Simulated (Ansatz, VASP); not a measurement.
Two plane-wave programs on CsPbCl3

```
Cs Pb Cl
1.0
     5.73527    0.00000    0.00000
     0.00000    5.73527    0.00000
     0.00000    0.00000    5.73527
Cs Pb Cl
1 1 3
Cartesian
  0.0000 0.0000 0.0000
  2.8676 2.8676 2.8676
  2.8676 2.8676 0.0000
  0.0000 2.8676 2.8676
  2.8676 0.0000 2.8676
```

Alike in both runs: functional PBE; k mesh 6 × 6 × 6; occupations gaussian, width 0.02 eV; no spin polarisation.

Ansatz relaxed the structure, and its values are those at the end. VASP's run is a single point on that final structure, the one shown.

|  | VASP | Ansatz |
| --- | --- | --- |
| version | VASP 6.6.1 | Ansatz 0.2.0 |
| potentials or method | VASP PAW PBE potentials, release 64 (Cs_sv, Pb_d, Cl), cutoff 500 eV | scalar-relativistic, plane waves, PAW |
| valence electrons in the cell | 44 | 44 |

Ansatz gave:

```
gap on the k mesh at the Fermi level (eV) : 2.21
least direct gap on the mesh (eV)         : 2.21
pressure (GPa)                            : 0.0
```

Question: Which values does VASP return?

Answer: gap on the k mesh at the Fermi level (eV): 2.22; least direct gap on the mesh (eV): 2.22; pressure (GPa): -0.1.

Spin-orbit coupling is off throughout.
